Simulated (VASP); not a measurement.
Al, 1 atom in the cell. The structure is cubic, space group Pm-3m (No. 221). Conventional cell: a = 2.758 Å, b = 2.758 Å, c = 2.758 Å, α = 90.00°, β = 90.00°, γ = 90.00°. Within 3.6 Å of Al (site symmetry m-3m) lie 6 Al at 2.76 Å. This isn't the form of Al at room conditions, which is fcc.

* Program: VASP 6.6.1
* Task: single point
* Functional: PBE
* Potentials or basis: VASP PAW PBE potentials, release 64 (Al)
* Cutoff: 500 eV
* k mesh: 14 × 14 × 14
* Occupations: fermi-dirac, width 0.0612256 eV
* Spin: no spin polarisation
* Dipole correction: no
* Further INCAR settings: ALGO = Normal; EDIFF = 1e-06; NBANDS = 8

Potentials or basis: VASP PAW PBE potentials, release 64 (Al).

The run is started by

```bash
$ cat potpaw_PBE.64/Al/POTCAR > POTCAR
$ mpirun -np 1 vasp_std > vasp.out
```

Hardware: 1 thread of AMD EPYC 7R13 Processor (Zen 3) (shared host).

Question: How long does it take, and how much memory?

Answer: It took 7.2 s on 1 thread of AMD EPYC 7R13 Processor (Zen 3) (shared host), peak memory 0.1 GiB. Counts: scf iterations 9, k points 120.
